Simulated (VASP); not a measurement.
# Sb (P4/mmm) in VASP: notebook

Sb is run at these levels: PBEsol; tasks: single point.

All numbers are computed with VASP 6.6.1; they aren't measurements. Logs are shortened: lines on timing, memory, paths and dates and some standing lists are left out, and cuts for length are marked.

## Step 1: The cell of the first run

It takes space group P4/mmm (No. 123, tetragonal). The conventional cell has a = 3.160 Å, b = 3.160 Å, c = 3.002 Å, α = 90.00°, β = 90.00°, γ = 90.00°. Within 4.0 Å of Sb (site symmetry 4/mmm) lie 6 Sb at 3.00 to 3.16 Å.

## Step 2: Single point, PBEsol (strain +0.000 along x and y, -0.050 along z)

Contents of INCAR:

```
SYSTEM = Sb
PREC = Accurate ; ENCUT = 520
EDIFF = 1E-6 ; ISMEAR = 0
SIGMA = 0.15 ; LREAL = .FALSE.
LASPH = .TRUE. ; NELM = 100
ALGO = Normal ; ISIF = 2
LWAVE = .FALSE. ; LCHARG = .TRUE.
GGA = PS ; LELF = .TRUE.
LVHAR = .TRUE. ; NBANDS = 8
```

Contents of KPOINTS:

```
regular mesh
0
G
  16 16 16
  0 0 0
```

Contents of POSCAR:

```
Sb
1.0
    3.1600000000      0.0000000000      0.0000000000
    0.0000000000      3.1600000000      0.0000000000
    0.0000000000      0.0000000000      3.0020000000
Sb
1
Direct
    0.0000000000      0.0000000000      0.0000000000
```

Potentials or basis: VASP PAW PBE potentials, release 64 (Sb).

Run with:

```
cat potpaw_PBE.64/Sb/POTCAR > POTCAR
mpirun -np 1 vasp_std > vasp.out
```

OUTCAR:

```text
SYSTEM = Sb
   PREC = Accurate
   ENCUT = 520
   EDIFF = 1E-6
   ISMEAR = 0
   LREAL = .FALSE.
   LASPH = .TRUE.
   NELM = 100
   ISIF = 2
   GGA = PS

 ion  position               nearest neighbor table
   1  0.000  0.000  0.000-

  LATTYP: Found a simple tetragonal cell.
 ALAT       =     3.1600000000
 C/A-ratio  =     0.9500000000

  Lattice vectors:

 A1 = (   3.1600000000,   0.0000000000,   0.0000000000)
 A2 = (   0.0000000000,   3.1600000000,   0.0000000000)
 A3 = (   0.0000000000,   0.0000000000,   3.0020000000)

Analysis of symmetry for initial positions (statically):
=====================================================================
 Subroutine PRICEL returns:
 Original cell was already a primitive cell.

 Routine SETGRP: Setting up the symmetry group for a
 simple tetragonal supercell.

 Subroutine GETGRP returns: Found 16 space group operations
 (whereof 16 operations were pure point group operations)
 out of a pool of 16 trial point group operations.

The static configuration has the point symmetry D_4h.

Analysis of symmetry for dynamics (positions and initial velocities):
=====================================================================
 Subroutine PRICEL returns:
 Original cell was already a primitive cell.

 Routine SETGRP: Setting up the symmetry group for a
 simple tetragonal supercell.

 Subroutine GETGRP returns: Found 16 space group operations
 (whereof 16 operations were pure point group operations)
 out of a pool of 16 trial point group operations.

The dynamic configuration has the point symmetry D_4h.

 Subroutine INISYM returns: Found 16 space group operations
 (whereof 16 operations are pure point group operations),
 and found     1 'primitive' translations

----------------------------------------------------------------------------------------

                                     Primitive cell

  volume of cell :      29.9768

  direct lattice vectors                    reciprocal lattice vectors
     3.160000000  0.000000000  0.000000000     0.316455696  0.000000000  0.000000000
     0.000000000  3.160000000  0.000000000     0.000000000  0.316455696  0.000000000
     0.000000000  0.000000000  3.002000000     0.000000000  0.000000000  0.333111259

  length of vectors
     3.160000000  3.160000000  3.002000000     0.316455696  0.316455696  0.333111259

  position of ions in fractional coordinates (direct lattice)
     0.000000000  0.000000000  0.000000000

  ion indices of the primitive-cell ions
   primitive index   ion index
                 1           1

----------------------------------------------------------------------------------------

 KPOINTS: regular mesh

Automatic generation of k-mesh.
 Grid dimensions read from file:
 generate k-points for:   16   16   16

 Generating k-lattice:

  Cartesian coordinates                     Fractional coordinates (reciprocal lattice)
     0.019778481  0.000000000  0.000000000     0.062500000  0.000000000  0.000000000
     0.000000000  0.019778481  0.000000000     0.000000000  0.062500000  0.000000000
     0.000000000  0.000000000  0.020819454     0.000000000  0.000000000  0.062500000

  Length of vectors
     0.019778481  0.019778481  0.020819454

  Shift w.r.t. Gamma in fractional coordinates (k-lattice)
     0.000000000  0.000000000  0.000000000

 Subroutine IBZKPT returns following result:
 ===========================================

 Found    405 irreducible k-points:

 Following reciprocal coordinates:
            Coordinates               Weight
  0.000000  0.000000  0.000000      1.000000
  0.062500  0.000000  0.000000      4.000000
  0.125000  0.000000  0.000000      4.000000
  0.187500  0.000000  0.000000      4.000000
  0.250000  0.000000  0.000000      4.000000
  0.312500  0.000000  0.000000      4.000000
[... 16 lines left out ...]
  0.437500  0.125000  0.000000      8.000000
  0.500000  0.125000  0.000000      4.000000
 [... further k-points ...]
   k-points           NKPTS =    405   k-points in BZ     NKDIM =    405   number of bands    NBANDS=      8
   number of dos      NEDOS =    301   number of ions     NIONS =      1
   total plane-waves  NPLWV =  13824
   dimension x,y,z NGX =    24 NGY =   24 NGZ =   24
   dimension x,y,z NGXF=    48 NGYF=   48 NGZF=   48
   ions per type =               1
   NGX,Y,Z   is equivalent  to a cutoff of  12.63, 12.63, 13.29 a.u.
   NGXF,Y,Z  is equivalent  to a cutoff of  25.25, 25.25, 26.58 a.u.
 SYSTEM =  Sb
   PREC   = accura    normal or accurate (medium, high low for compatibility)
   ISTART =      0    job   : 0-new  1-cont  2-samecut
   ICHARG =      2    charge: 1-file 2-atom 10-const
   ISPIN  =      1    spin polarized calculation?
   LNONCOLLINEAR =      F non collinear calculations
   LSORBIT =      F    spin-orbit coupling
   LASPH  =      T    aspherical Exc in radial PAW
   ENCUT  =  520.0 eV  38.22 Ry    6.18 a.u.   5.88  5.88  5.58*2*pi/ulx,y,z
   NELM   =    100;   NELMIN=  2; NELMDL= -5     # of ELM steps
   EDIFF  = 0.1E-05   stopping-criterion for ELM
   LREAL  =      F    real-space projection
   EDIFFG = 0.1E-04   stopping-criterion for IOM
   NSW    =      0    number of steps for IOM
   IBRION =     -1    ionic relax: 0-MD 1-quasi-New 2-CG
   NFREE  =      0    steps in history (QN), initial steepest desc. (CG)
   ISIF   =      2    stress and relaxation
   ISYM   =      2    0-nonsym 1-usesym 2-fastsym
   POTIM  = 0.5000    time-step for ionic-motion
   TEBEG  =    0.0;   TEEND  =   0.0 temperature during run
   PSTRESS=    0.0 pullay stress
   NELECT =       5.0000    total number of electrons
   NUPDOWN=      -1.0000    fix difference up-down
   EMIN   =  10.00;   EMAX   =-10.00  energy-range for DOS
   EFERMI =   0.00;   METHOD = LEGACY
   ISMEAR =     0;   SIGMA  =   0.15  broadening in eV -4-tet -1-fermi 0-gaus
   EFERMI_NEDOS =   21; number of points for ismear=-14 and -15
   IALGO  =     38    algorithm
   IMIX   =      4    mixing-type and parameters
     AMIX     =   0.40;   BMIX     =  1.00
     AMIX_MAG =   1.60;   BMIX_MAG =  1.00
  volume/ion in A,a.u.               =      29.98       202.29
  Fermi-wavevector in a.u.,A,eV,Ry     =   0.901163  1.702951 11.049213  0.812094
  Thomas-Fermi vector in A             =   2.024210
   LORBIT       =      0    0 simple, 1 ext, 2 COOP (PROOUT), +10 PAW based schemes
   GGA     = PS    functional components
   LHFCALC =     F    Hartree Fock is set to
   AEXX    =    0.0000 exact exchange contribution
   IVDW    =     0    specifies the selected vdW correction
   LEPSILON=     F    determine dielectric tensor
   LRPA    =     F    only Hartree local field effects (RPA)
 non-spin polarized calculation
 Gauss-broadening in eV      SIGMA  =   0.15
  energy-cutoff  :      520.00
  volume of cell :       29.98
 maximum number of plane-waves:       832
 NGX is ok and might be reduce to    24
   NGX = 11   NGY = 11   NGZ = 11

 number of electron       5.0000001 magnetization

 Free energy of the ion-electron system (eV)
  ---------------------------------------------------
  ext. energy  EPLUGINS =         0.00000000
  ---------------------------------------------------
  free energy    TOTEN  =        -4.50956555 eV

  energy without entropy =       -4.50493483  energy(sigma->0) =       -4.50725019

 E-fermi :   6.9098     XC(G=0):  -9.7302

 val. band max:        6.9002131054   @ k =   0.2500   0.1250   0.3750
 cond. band min:       6.9371328073   @ k =   0.2500   0.1875   0.0000
 fundamental gap:      0.0369197019
 Fermi energy:         6.9098317294

 k-point     1 :       0.0000    0.0000    0.0000
  band No.  band energies     occupation
      1      -5.4595      2.00000
      2       9.6889      0.00000
      3       9.6889      0.00000
      4      11.1655      0.00000
      5      13.5373      0.00000
      6      13.7905      0.00000
      7      15.4815      0.00000
      8      24.1508      0.00000

 k-point     2 :       0.0625    0.0000    0.0000
  band No.  band energies     occupation
      1      -5.4064      2.00000
      2       8.9875      0.00000
      3       9.7403      0.00000
      4      11.2178      0.00000
      5      13.6988      0.00000
      6      14.3729      0.00000
      7      15.6088      0.00000
      8      23.5299      0.00000

 k-point     3 :       0.1250    0.0000    0.0000
  band No.  band energies     occupation
      1      -5.2485      2.00000
      2       7.6121      0.00000
      3       9.8915      0.00000
      4      11.3715      0.00000
      5      13.8476      0.00000
      6      15.2660      0.00000
      7      16.4456      0.00000
      8      22.4732      0.00000

 k-point     4 :       0.1875    0.0000    0.0000
  band No.  band energies     occupation
      1      -4.9904      2.00000
      2       6.1408      2.00000
      3      10.1327      0.00000
      4      11.6166      0.00000
      5      14.0724      0.00000
      6      15.6326      0.00000
      7      18.1342      0.00000
      8      21.3811      0.00000

 k-point     5 :       0.2500    0.0000    0.0000
  band No.  band energies     occupation
      1      -4.6426      2.00000
      2       4.7371      2.00000
      3      10.4450      0.00000
      4      11.9342      0.00000
      5      14.3799      0.00000
      6      15.9757      0.00000
      7      19.8486      0.00000
      8      20.3408      0.00000

 k-point     6 :       0.3125    0.0000    0.0000
  band No.  band energies     occupation
      1      -4.2268      2.00000
      2       3.4734      2.00000
      3      10.7969      0.00000
      4      12.2925      0.00000
      5      14.7628      0.00000
      6      16.3813      0.00000
      7      19.4078      0.00000
      8      20.0026      0.00000

 k-point     7 :       0.3750    0.0000    0.0000
  band No.  band energies     occupation
      1      -3.7887      2.00000
      2       2.4182      2.00000
      3      11.1383      0.00000
      4      12.6408      0.00000
      5      15.1982      0.00000
      6      16.8426      0.00000
      7      18.6445      0.00000
      8      19.1764      0.00000

 k-point     8 :       0.4375    0.0000    0.0000
  band No.  band energies     occupation
      1      -3.4208      2.00000
      2       1.6761      2.00000
      3      11.3970      0.00000
      4      12.9055      0.00000
      5      15.6165      0.00000
      6      17.2654      0.00000
      7      18.1300      0.00000
      8      18.6134      0.00000

 k-point     9 :       0.5000    0.0000    0.0000
  band No.  band energies     occupation
      1      -3.2687      2.00000
      2       1.3986      2.00000
      3      11.4955      0.00000
      4      13.0064      0.00000
      5      15.8197      0.00000
      6      17.4038      0.00000
      7      17.9459      0.00000
      8      18.6365      0.00000

 k-point    10 :       0.0625    0.0625    0.0000
  band No.  band energies     occupation
      1      -5.3533      2.00000
      2       9.0058      0.00000
      3       9.0730      0.00000
      4      11.2701      0.00000
      5      14.3820      0.00000
      6      14.4368      0.00000
      7      15.7281      0.00000
      8      22.7870      0.00000
[... 78 lines left out ...]
 k-point    18 :       0.1250    0.1250    0.0000
  band No.  band energies     occupation
      1      -5.0373      2.00000
      2       7.7395      0.00000
      3       7.8970      0.00000
      4      11.5779      0.00000
      5      15.2726      0.00000
      6      16.1293      0.00000
      7      16.7973      0.00000
      8      20.4167      0.00000

 k-point    19 :       0.1875    0.1250    0.0000
  band No.  band energies     occupation
      1      -4.7791      2.00000
      2       6.3425      2.00000
      3       8.0713      0.00000
      4      11.8236      0.00000
      5      15.5376      0.00000
      6      16.5763      0.00000
      7      17.9632      0.00000
      8      19.5560      0.00000

 k-point    20 :       0.2500    0.1250    0.0000
  band No.  band energies     occupation
      1      -4.4310      2.00000
      2       4.9408      2.00000
      3       8.3962      0.00000
      4      12.1420      0.00000
      5      15.8353      0.00000
      6      16.5587      0.00000
      7      18.0720      0.00000
      8      20.4399      0.00000

 k-point    21 :       0.3125    0.1250    0.0000
  band No.  band energies     occupation
      1      -4.0147      2.00000
      2       3.6774      2.00000
      3       8.7750      0.00000
      4      12.5012      0.00000
      5      15.9952      0.00000
      6      16.2362      0.00000
      7      18.0562      0.00000
      8      20.8150      0.00000

 k-point    22 :       0.3750    0.1250    0.0000
  band No.  band energies     occupation
      1      -3.5759      2.00000
      2       2.6217      2.00000
      3       9.1587      0.00000
      4      12.8505      0.00000
      5      15.3095      0.00000
      6      16.6162      0.00000
      7      18.3773      0.00000
      8      20.0822      0.00000

 k-point    23 :       0.4375    0.1250    0.0000
  band No.  band energies     occupation
      1      -3.2072      2.00000
      2       1.8788      2.00000
      3       9.4650      0.00000
      4      13.1162      0.00000
      5      14.7644      0.00000
      6      16.9914      0.00000
      7      18.7596      0.00000
      8      19.5832      0.00000

 k-point    24 :       0.5000    0.1250    0.0000
  band No.  band energies     occupation
      1      -3.0546      2.00000
      2       1.6008      2.00000
      3       9.5864      0.00000
      4      13.2175      0.00000
      5      14.5585      0.00000
      6      17.1665      0.00000
      7      18.9445      0.00000
      8      19.4036      0.00000

 [... further k-points ...]
[... 5 lines left out ...]
  --------------------------------------------------------------------------------------
  -------------------------------------------------------------------------------------
  Total       -0.7281405     -0.7281405      0.2394131      0.0000000      0.0000000      0.0000000
  in kB      -38.9171375    -38.9171375     12.7959843      0.0000000      0.0000000      0.0000000
  external PRESSURE =     -21.6794302 kB  Pullay stress =       0.0000000 kB

 VOLUME and BASIS-vectors are now :
 -----------------------------------------------------------------------------
  energy-cutoff  :      520.00
  volume of cell :       29.98
      direct lattice vectors                 reciprocal lattice vectors
     3.160000000  0.000000000  0.000000000     0.316455696  0.000000000  0.000000000
     0.000000000  3.160000000  0.000000000     0.000000000  0.316455696  0.000000000
     0.000000000  0.000000000  3.002000000     0.000000000  0.000000000  0.333111259

 POSITION                                       TOTAL-FORCE (eV/Angst)
 -----------------------------------------------------------------------------------
      0.00000      0.00000      0.00000         0.000000      0.000000      0.000000
 -----------------------------------------------------------------------------------
    total drift:                                0.000000      0.000000      0.000000

  FREE ENERGIE OF THE ION-ELECTRON SYSTEM (eV)
  ---------------------------------------------------
  free  energy   TOTEN  =        -4.5095655457 eV

  energy  without entropy=       -4.5049348326  energy(sigma->0) =       -4.50725019
```

Run time: 29 s. Hardware: 1 thread of AMD EPYC 9R45 (Zen 5), shared host; peak memory 0.18 GiB.

What came out:

```
Free energy : -4.5096 eV
Pressure    : -2.2 GPa
```

Caveat: the cell differs from its parent crystal (strain +0.000 along x and y, -0.050 along z); the PAW data sets were made with another functional, which shifts forces and pressure a little; spin-orbit coupling is left out, which moves the levels of the heavy elements.

## Step 3: Single point, PBEsol (strain +0.025 along x and y, -0.025 along z)

Contents of INCAR:

```
SYSTEM = Sb
PREC = Accurate ; ENCUT = 520
EDIFF = 1E-7 ; ISMEAR = 0
SIGMA = 0.15 ; LREAL = .FALSE.
LASPH = .TRUE. ; NELM = 80
ALGO = Normal ; ISIF = 2
LWAVE = .FALSE. ; LCHARG = .TRUE.
GGA = PS ; LELF = .TRUE.
LVHAR = .TRUE. ; NBANDS = 8
```

Contents of KPOINTS:

```
Automatic mesh
0
G
  16 16 16
  0 0 0
```

Contents of POSCAR:

```
Sb
1.0
    3.2390000000      0.0000000000      0.0000000000
    0.0000000000      3.2390000000      0.0000000000
    0.0000000000      0.0000000000      3.0810000000
Sb
1
Direct
    0.0000000000      0.0000000000      0.0000000000
```

Potentials or basis: VASP PAW PBE potentials, release 64 (Sb).

Run with:

```
cat potpaw_PBE.64/Sb/POTCAR > POTCAR
mpirun -np 1 vasp_std > vasp.out
```

Run time: 34 s. Hardware: 1 thread of AMD EPYC 9R45 (Zen 5), shared host; peak memory 0.19 GiB.

It converged, with:

| Quantity | Value |
| --- | --- |
| Free energy | -4.4522 eV |
| Pressure | -5.5 GPa |

Stress tensor (GPa, compression positive):
```
-6.69  0.00  0.00
 0.00 -6.69  0.00
 0.00  0.00 -3.13
```

Levels at points of the mesh, in eV from the Fermi level:
```csv
k point,band 1,band 2,band 3,band 4,band 5,band 6,band 7
"(0.00, 0.00, 0.00)",-11.82,2.63,2.63,3.96,6.59,6.73,8.16
"(0.50, 0.00, 0.00)",-9.87,-5.01,4.23,5.58,8.69,10.32,10.83
"(0.50, 0.50, 0.00)",-7.86,-3.26,-3.26,2.35,7.18,12.56,13.56
"(0.00, 0.00, 0.50)",-9.26,-5.16,4.72,4.72,8.89,9.86,10.81
"(0.50, 0.00, 0.50)",-7.20,-3.48,-2.81,2.46,6.31,12.14,12.50
"(0.50, 0.50, 0.50)",-4.96,-1.93,-1.19,-1.19,4.81,4.81,5.20
```

Caveat: the cell differs from its parent crystal (strain +0.025 along x and y, -0.025 along z); the PAW data sets were made with another functional, which shifts forces and pressure a little; spin-orbit coupling is left out, which moves the levels of the heavy elements.

(Continued in part 2 of 2.)
